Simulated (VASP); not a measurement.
# TiAl (P6_3mc) in VASP: further runs

The runs below take TiAl through single point, relaxation of cell and atoms, with PBE.

Program: VASP 6.6.1. These are calculated values, not measurements. Logs are shortened: lines on timing, memory, paths and dates and some standing lists are left out, and cuts for length are marked.

### Step 1. The cell of the first run

Symmetry: P6_3mc, No. 186, hexagonal system. The conventional cell has a = 3.650 Å, b = 3.650 Å, c = 5.846 Å, α = 90.00°, β = 90.00°, γ = 120.00°. Within 2.9 Å of Ti (site symmetry 3m) lie 4 Al at 2.22 to 2.23 Å. Al (site symmetry 3m) has 4 Ti at 2.22 to 2.23 Å within 2.9 Å.

### Step 2. Single point, PBE

Input file INCAR:

```
SYSTEM = TiAl
  ALGO = Fast
  EDIFF = 1E-6
  ENCUT = 520
  GGA = PE
  ISIF = 2
  ISMEAR = 0
  LASPH = .True.
  LCHARG = .False.
  LREAL = .False.
  LWAVE = .False.
  NBANDS = 23
  NELM = 60
  PREC = Accurate
  SIGMA = 0.1
```

Input file KPOINTS:

```
k-points
0
Gamma
  6 6 4
  0 0 0
```

Input file POSCAR:

```
TiAl
1.0
    3.6502070869      0.0000000000      0.0000000000
   -1.8251035434      3.1611720663      0.0000000000
    0.0000000000      0.0000000000      5.8456807714
Ti Al
2 2
Direct
    0.3333333333      0.6666666667      0.0000000000
    0.6666666667      0.3333333333      0.5000000000
    0.3333333333      0.6666666667      0.3821000000
    0.6666666667      0.3333333333      0.8821000000
```

Potentials or basis: VASP PAW PBE potentials, release 64 (Ti_sv, Al).

On the command line:

```bash
cat potpaw_PBE.64/Ti_sv/POTCAR potpaw_PBE.64/Al/POTCAR > POTCAR
mpirun -np 1 vasp_std > vasp.out
```

OUTCAR:

```text
SYSTEM = TiAl
   EDIFF = 1E-6
   ENCUT = 520
   GGA = PE
   ISIF = 2
   ISMEAR = 0
   LASPH = .True.
   LREAL = .False.
   NELM = 60
   PREC = Accurate

 ion  position               nearest neighbor table
   1  0.333  0.667  0.000-   4 2.22   4 2.22   4 2.22   3 2.23
   2  0.667  0.333  0.500-   3 2.22   3 2.22   3 2.22   4 2.23
   3  0.333  0.667  0.382-   2 2.22   2 2.22   2 2.22   1 2.23
   4  0.667  0.333  0.882-   1 2.22   1 2.22   1 2.22   2 2.23

  LATTYP: Found a hexagonal cell.
 ALAT       =     3.6502070869
 C/A-ratio  =     1.6014655148

  Lattice vectors:

 A1 = (   3.6502070869,   0.0000000000,   0.0000000000)
 A2 = (  -1.8251035434,   3.1611720663,   0.0000000000)
 A3 = (   0.0000000000,   0.0000000000,   5.8456807714)

Analysis of symmetry for initial positions (statically):
=====================================================================
 Subroutine PRICEL returns:
 Original cell was already a primitive cell.

 Routine SETGRP: Setting up the symmetry group for a
 hexagonal supercell.

 Subroutine GETGRP returns: Found 12 space group operations
 (whereof  6 operations were pure point group operations)
 out of a pool of 24 trial point group operations.

The static configuration has the point symmetry C_3v.
 The point group associated with its full space group is C_6v.

Analysis of symmetry for dynamics (positions and initial velocities):
=====================================================================
 Subroutine PRICEL returns:
 Original cell was already a primitive cell.

 Routine SETGRP: Setting up the symmetry group for a
 hexagonal supercell.

 Subroutine GETGRP returns: Found 12 space group operations
 (whereof  6 operations were pure point group operations)
 out of a pool of 24 trial point group operations.

The dynamic configuration has the point symmetry C_3v.
 The point group associated with its full space group is C_6v.

 Subroutine INISYM returns: Found 12 space group operations
 (whereof  6 operations are pure point group operations),
 and found     1 'primitive' translations

[... 88 lines left out ...]
   ISPIN  =      1    spin polarized calculation?
   LNONCOLLINEAR =      F non collinear calculations
   LSORBIT =      F    spin-orbit coupling
   LASPH  =      T    aspherical Exc in radial PAW
   ENCUT  =  520.0 eV  38.22 Ry    6.18 a.u.   6.79  6.79 10.87*2*pi/ulx,y,z
   NELM   =     60;   NELMIN=  2; NELMDL= -5     # of ELM steps
   EDIFF  = 0.1E-05   stopping-criterion for ELM
   LREAL  =      F    real-space projection
   EDIFFG = 0.1E-04   stopping-criterion for IOM
   NSW    =      0    number of steps for IOM
   IBRION =     -1    ionic relax: 0-MD 1-quasi-New 2-CG
   NFREE  =      0    steps in history (QN), initial steepest desc. (CG)
   ISIF   =      2    stress and relaxation
   ISYM   =      2    0-nonsym 1-usesym 2-fastsym
   POTIM  = 0.5000    time-step for ionic-motion
   TEBEG  =    0.0;   TEEND  =   0.0 temperature during run
   PSTRESS=    0.0 pullay stress
   NELECT =      30.0000    total number of electrons
   NUPDOWN=      -1.0000    fix difference up-down
   EMIN   =  10.00;   EMAX   =-10.00  energy-range for DOS
   EFERMI =   0.00;   METHOD = LEGACY
   ISMEAR =     0;   SIGMA  =   0.10  broadening in eV -4-tet -1-fermi 0-gaus
   EFERMI_NEDOS =   21; number of points for ismear=-14 and -15
   IALGO  =     68    algorithm
   IMIX   =      4    mixing-type and parameters
     AMIX     =   0.40;   BMIX     =  1.00
     AMIX_MAG =   1.60;   BMIX_MAG =  1.00
  volume/ion in A,a.u.               =      16.86       113.80
  Fermi-wavevector in a.u.,A,eV,Ry     =   1.249631  2.361460 21.246542  1.561577
  Thomas-Fermi vector in A             =   2.383662
   LORBIT       =      0    0 simple, 1 ext, 2 COOP (PROOUT), +10 PAW based schemes
   GGA     = PE    functional components
   LHFCALC =     F    Hartree Fock is set to
   AEXX    =    0.0000 exact exchange contribution
   IVDW    =     0    specifies the selected vdW correction
   LEPSILON=     F    determine dielectric tensor
   LRPA    =     F    only Hartree local field effects (RPA)
 non-spin polarized calculation
 RMM-DIIS sequential band-by-band and
 Gauss-broadening in eV      SIGMA  =   0.10
  energy-cutoff  :      520.00
  volume of cell :       67.45
 maximum number of plane-waves:      1838
 NGX is ok and might be reduce to    28
   NGX = 13   NGY = 13   NGZ = 21

 number of electron      30.0000000 magnetization

 Free energy of the ion-electron system (eV)
  ---------------------------------------------------
  ext. energy  EPLUGINS =         0.00000000
  ---------------------------------------------------
  free energy    TOTEN  =       -14.01293066 eV

  energy without entropy =      -13.99758320  energy(sigma->0) =      -14.00525693

 E-fermi :   7.1840     XC(G=0): -10.6419

 val. band max:        7.1429371655   @ k =   0.5000  -0.0000   0.0000
 cond. band min:       7.2503489611   @ k =   0.3333  -0.0000   0.5000
 fundamental gap:      0.1074117956
 Fermi energy:         7.1840191228

 k-point     1 :       0.0000    0.0000    0.0000
  band No.  band energies     occupation
      1     -48.9258      2.00000
      2     -48.9162      2.00000
      3     -25.3823      2.00000
      4     -25.3149      2.00000
      5     -25.3149      2.00000
      6     -25.3000      2.00000
[... 535 lines left out ...]
     22       9.9946      0.00000
     23      10.2440      0.00000

------------------------ aborting loop because EDIFF is reached ----------------------------------------

  FORCE on cell =-STRESS in cart. coord.  units (eV):
  Direction    XX          YY          ZZ          XY          YZ          ZX
  --------------------------------------------------------------------------------------
  -------------------------------------------------------------------------------------
  Total       18.2925768     18.2925768     14.2550788      0.0000000      0.0000000      0.0000000
  in kB      434.4949506    434.4949506    338.5941657      0.0000000      0.0000000      0.0000000
  external PRESSURE =     402.5280223 kB  Pullay stress =       0.0000000 kB

 VOLUME and BASIS-vectors are now :
 -----------------------------------------------------------------------------
  energy-cutoff  :      520.00
  volume of cell :       67.45
      direct lattice vectors                 reciprocal lattice vectors
     3.650207087  0.000000000  0.000000000     0.273957059  0.158169182  0.000000000
    -1.825103543  3.161172066  0.000000000     0.000000000  0.316338364  0.000000000
     0.000000000  0.000000000  5.845680771     0.000000000  0.000000000  0.171066474

 POSITION                                       TOTAL-FORCE (eV/Angst)
 -----------------------------------------------------------------------------------
     -0.00000      2.10745      0.00000        -0.000000     -0.000000     -0.581686
      1.82510      1.05372      2.92284         0.000000      0.000000     -0.581686
     -0.00000      2.10745      2.23363        -0.000000      0.000000      0.581686
      1.82510      1.05372      5.15648         0.000000     -0.000000      0.581686
 -----------------------------------------------------------------------------------
    total drift:                               -0.000000      0.000000     -0.000637

  FREE ENERGIE OF THE ION-ELECTRON SYSTEM (eV)
  ---------------------------------------------------
  free  energy   TOTEN  =       -14.0129306579 eV

  energy  without entropy=      -13.9975832043  energy(sigma->0) =      -14.00525693
```

Run time: 68 s. Hardware: 1 thread of AMD EPYC 7R13 (Zen 3), shared host; peak memory 0.16 GiB.

What came out:

* Free energy: -14.0129 eV
* Pressure: 40.3 GPa
* Largest force: 0.582 eV/Å
* Band gap on the k mesh: zero (bands 15 and 16 overlap by 1.22 eV)

Forces on the atoms (eV/Å):
```
Ti   0.000  0.000 -0.582
Ti   0.000  0.000 -0.582
Al   0.000  0.000  0.582
Al   0.000  0.000  0.582
```

Levels at points of the mesh, in eV from the Fermi level:
```csv
k point,band 12,band 13,band 14,band 15,band 16,band 17,band 18,band 19
"(0.00, 0.00, 0.00)",-0.57,-0.57,-0.46,-0.32,-0.32,0.61,0.61,1.78
"(0.50, 0.00, 0.00)",-2.25,-1.17,-0.43,-0.04,1.09,1.36,1.49,1.77
"(0.00, 0.00, 0.50)",-1.35,-0.57,-0.57,-0.57,-0.57,1.38,1.38,1.38
"(0.50, 0.00, 0.50)",-2.89,-0.77,-0.77,0.19,0.19,1.68,1.68,1.78
```

Caveat: the stress differs along the axes, from 34 to 43 GPa.

### Step 3. Relaxation of cell and atoms, PBE

Input file INCAR:

```
PREC = Accurate ; ENCUT = 600
EDIFF = 1E-6 ; ISMEAR = 0
SIGMA = 0.1 ; LREAL = False
LASPH = True ; NELM = 100
ALGO = Normal ; ISIF = 3
LWAVE = False ; LCHARG = False
GGA = PE ; IBRION = 2
NSW = 90 ; EDIFFG = -0.04
```

Input file KPOINTS:

```
Automatic mesh
0
Gamma
  6 6 4
```

POSCAR is that of step 2.

Potentials or basis: VASP PAW PBE potentials, release 64 (Ti_sv, Al).

On the command line:

```bash
cat potpaw_PBE.64/Ti_sv/POTCAR potpaw_PBE.64/Al/POTCAR > POTCAR
mpirun -np 1 vasp_std > vasp.out
```

Run time: 9.5 min. Hardware: 1 thread of AMD EPYC 7R13 (Zen 3), shared host; peak memory 0.19 GiB.

It converged, with:

* Free energy: -19.9663 eV
* Relaxed volume: 23.83 Å³/atom
* Relaxed cell: a = 4.613 Å, b = 4.613 Å, c = 5.172 Å, α = 90.00°, β = 90.00°, γ = 120.00°
* Space group after relaxing (to 0.1 Å): P6_3/mmc (No. 194)
* Energy gained by relaxing: 1488.2 meV/atom
* Ionic steps: 32
* Pressure after relaxing: 0.1 GPa
* Largest force after relaxing: 0.003 eV/Å
* Band gap on the k mesh: zero (bands 15 and 16 overlap by 0.71 eV)

Forces on the atoms (eV/Å):
```
Ti   0.000  0.000 -0.003
Ti   0.000  0.000 -0.003
Al   0.000  0.000  0.003
Al   0.000  0.000  0.003
```

Stress tensor (GPa, compression positive):
```
0.02 0.00 0.00
0.00 0.02 0.00
0.00 0.00 0.12
```

The path:
| step | energy change (eV) | largest force (eV/Å) | pressure (GPa) | volume (Å³) |
| --- | --- | --- | --- | --- |
| 1 | 0.0000 | 0.5816 | 40.22 | 67.45 |
| 2 | -3.5446 | 0.2525 | -3.43 | 117.73 |
| 3 | -3.6516 | 0.3239 | 0.17 | 106.10 |
| 4 | -3.6539 | 0.3140 | -0.37 | 107.64 |
| 5 | -3.7840 | 0.6992 | -0.71 | 107.40 |
| 6 | -4.2534 | 2.0460 | -1.08 | 105.86 |
| 7 | -3.5236 | 5.8400 | 6.53 | 98.94 |
| 8 | -4.3037 | 3.3439 | -0.03 | 104.37 |
| 9 | -4.2938 | 4.2405 | 1.19 | 102.85 |
| 10 | -4.3152 | 3.9835 | 0.76 | 103.32 |
| 11 | -4.3238 | 3.9961 | 0.77 | 103.31 |
| 12 | -4.3480 | 4.0341 | 0.76 | 103.28 |
| 13 | -4.3886 | 4.1045 | 0.83 | 103.21 |
| 14 | -4.4324 | 4.2241 | 1.10 | 103.01 |
| 15 | -4.3263 | 4.3283 | 2.37 | 102.38 |
| 16 | -4.4118 | 4.3078 | 1.35 | 102.89 |
| 17 | -4.4860 | 4.1606 | 1.15 | 102.93 |
| 18 | -4.6914 | 3.7327 | 0.58 | 103.03 |
| 19 | -5.0269 | 2.9217 | -0.32 | 103.22 |
| 20 | -5.3990 | 1.3437 | -1.25 | 103.58 |
| 21 | -5.4295 | 0.6447 | -1.26 | 103.72 |
| 22 | -5.5382 | 0.6358 | -1.64 | 103.41 |
| 23 | -5.7697 | 0.5963 | -2.46 | 102.41 |
| 24 | -5.8241 | 0.4760 | -2.68 | 100.05 |
| 25 | -5.8642 | 0.5316 | -2.80 | 101.06 |
| 26 | -5.8957 | 0.4594 | -2.21 | 99.67 |
| 27 | -5.9462 | 0.2182 | -0.16 | 95.57 |
| 28 | -5.9478 | 0.1570 | 0.36 | 94.65 |
| 29 | -5.9508 | 0.1033 | 0.30 | 94.85 |
| 30 | -5.9526 | 0.0234 | 0.18 | 95.13 |
| 31 | -5.9527 | 0.0128 | 0.15 | 95.17 |
| 32 | -5.9529 | 0.0033 | 0.06 | 95.33 |

Final structure:
```
Ti Al
1.0
     4.61332    0.00000    0.00000
    -2.30666    3.99525    0.00000
     0.00000    0.00000    5.17238
Ti Al
2 2
Direct
  0.33333 0.66667 0.94108
  0.66667 0.33333 0.44108
  0.33333 0.66667 0.44102
  0.66667 0.33333 0.94102
```

Levels at points of the mesh, in eV from the Fermi level:
| k point | band 12 | band 13 | band 14 | band 15 | band 16 | band 17 | band 18 | band 19 |
| --- | --- | --- | --- | --- | --- | --- | --- | --- |
| (0.00, 0.00, 0.00) | -0.53 | -0.53 | -0.21 | -0.21 | 0.35 | 0.35 | 0.87 | 1.69 |
| (0.50, 0.00, 0.00) | -0.56 | -0.33 | -0.28 | 0.00 | 0.26 | 0.76 | 1.03 | 1.42 |
| (0.00, 0.00, 0.50) | -0.73 | -0.73 | -0.73 | -0.47 | -0.47 | 1.58 | 1.58 | 1.58 |
| (0.50, 0.00, 0.50) | -2.37 | -0.36 | -0.36 | -0.15 | -0.15 | 1.00 | 1.00 | 1.29 |

Caveat: the volume moved by over 15 % at a fixed basis, so the end points are rough.

The gap in the log of VASP goes by the Fermi energy; the results here count the filled bands.